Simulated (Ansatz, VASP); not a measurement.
Ga3As3CO in VASP and in Ansatz

File INCAR:

```
SYSTEM = Ga3As3CO
PREC     = Accurate       ! precision mode
ENCUT    = 520            ! plane-wave cutoff, eV
EDIFF    = 1E-6           ! SCF threshold, eV
ISMEAR   = 0              ! smearing method
SIGMA    = 0.05           ! smearing width, eV
LREAL    = .False.        ! projectors in reciprocal space
LASPH    = .True.         ! aspherical terms in the spheres
NELM     = 120            ! most SCF steps
ALGO     = Normal         ! electronic algorithm
ISIF     = 2              ! what is computed and relaxed
LWAVE    = .False.        ! write WAVECAR
LCHARG   = .True.         ! write CHGCAR
LDIPOL   = .True.       
IDIPOL   = 3            
DIPOL    = 0.5 0.5 0.320
GGA      = PE             ! functional
IVDW     = 12             ! dispersion correction
LELF     = .True.         ! ELF
LVHAR    = .True.       
LVACPOTAV= .True.       
NBANDS   = 57             ! bands
GGA_COMPAT= .False.      
NELMDL   = -8
```

The input KPOINTS:

```
regular mesh
0
Gamma
  7 5 1
  0 0 0
```

Contents of POSCAR:

```
Ga3As3CO
1.0
    4.0137031111      0.0000000000      0.0000000000
    0.0000000000      5.6762333751      0.0000000000
    0.0000000000      0.0000000000     23.3352699083
Ga As O C
3 3 1 1
Direct
    0.5000000000      0.5000000000      0.1714143447
    0.0000000000      0.0653835255      0.2680035048
    0.5000000000      0.4894639609      0.3228546357
    0.0000000000      0.2500000000      0.1714143447
    0.5000000000      0.8102208698      0.2504948966
    0.0000000000      0.2887573198      0.3593388866
    0.5000000000      0.4554239865      0.4836142866
    0.5000000000      0.4554239865      0.5328959107
```

Input for Ansatz:

```yaml
crystal:
  lattice:
    - [4.0137031111, 0.0, 0.0]
    - [0.0, 5.6762333751, 0.0]
    - [0.0, 0.0, 23.3352699083]
  atoms:
    - { symbol: Ga, position: [0.5, 0.5, 0.1714143447] }
    - { symbol: As, position: [0.0, 0.25, 0.1714143447] }
    - { symbol: Ga, position: [0.0, 0.0653835255, 0.2680035048] }
    - { symbol: As, position: [0.5, 0.8102208698, 0.2504948966] }
    - { symbol: Ga, position: [0.5, 0.4894639609, 0.3228546357] }
    - { symbol: As, position: [0.0, 0.2887573198, 0.3593388866] }
    - { symbol: O, position: [0.5, 0.4554239865, 0.4836142866] }
    - { symbol: C, position: [0.5, 0.4554239865, 0.5328959107] }
basis:
  ecutwfc: 420
kpoints:
  mp_grid: { grid: [7, 5, 1] }
hamiltonian:
  xc: pbe
  pseudopotentials: { kind: paw, azcp: { folder: soft_1 } }
  dispersion: d3bj
scf:
  occupations: { method: gaussian, width: 0.05 }
output:
  forces: true
  eigenvalues: true
efield:
  axis: 3
  dipole_correction: true
  ramp_width: 0.04
```

Alike in both runs: task single point; functional PBE; dispersion D3(BJ); k mesh 7 × 5 × 1; occupations gaussian, width 0.05 eV; no spin polarisation.

```csv
,VASP,Ansatz
version,VASP 6.6.1,Ansatz 0.2.0
potentials or method,"VASP PAW PBE potentials, release 64 (Ga_d, As_d, O, C), cutoff 520 eV","scalar-relativistic, plane waves, PAW"
valence electrons in the cell,94,94
```

|  | VASP | Ansatz | Ansatz less VASP |
| --- | --- | --- | --- |
| gap on the k mesh at the Fermi level (eV) | 0.41 | 0.42 | +0.003 |
| least direct gap on the mesh (eV) | 0.75 | 0.75 | +0.003 |
| rms of the force components (eV/Å) | 0.379 | 0.544 | +0.1655 |

One of these differences is far larger than is usual between the two programs; its cause wasn't traced.

Noted on VASP's run: the standard files for N, O and F lose accuracy on very short bonds.
